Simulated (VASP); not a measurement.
Here is a VASP 6.6.1 calculation.

INCAR

```
PREC = Accurate ; ENCUT = 520
EDIFF = 1E-7 ; ISMEAR = 0
SIGMA = 0.05 ; LREAL = False
LASPH = True ; NELM = 60
ALGO = Normal ; ISIF = 2
LWAVE = False ; LCHARG = False
GGA = CA ; NBANDS = 16
```

KPOINTS

```
regular mesh
0
Gamma
  10 10 10
```

The input POSCAR:

```
AgCl
1.0
    0.0000000000      2.7844039080      2.6773114500
    2.7844039080      0.0000000000      2.6773114500
    2.7844039080      2.7844039080      0.0000000000
Ag Cl
1 1
Direct
    0.5185353529      0.4814646471      0.5185353529
   -0.0563998634      0.0563998634     -0.0563998634
```

Potentials or basis: VASP PAW LDA potentials, release 64 (Ag, Cl).

The run is started by

```bash
$ cat potpaw_LDA.64/Ag/POTCAR potpaw_LDA.64/Cl/POTCAR > POTCAR
$ mpirun -np 1 vasp_std > vasp.out
```

**Question.** Predict the pressure.

**Answer.** -1.1 GPa.

**Question.** What does it give for the largest force?

**Answer.** 0.864 eV/Å.

**Question.** What does it give for the band gap on the k mesh?

**Answer.** 0.83 eV (least direct gap 1.66 eV).

Stress tensor (GPa, compression positive):
```
-4.30  0.00  0.00
 0.00  4.79  0.00
 0.00  0.00 -3.78
```

Caveat: the cell differs from its parent crystal (atoms displaced along a vibrational mode, the cell strained); the stress differs along the axes, from -4 to 5 GPa. A k mesh can miss the band edges.
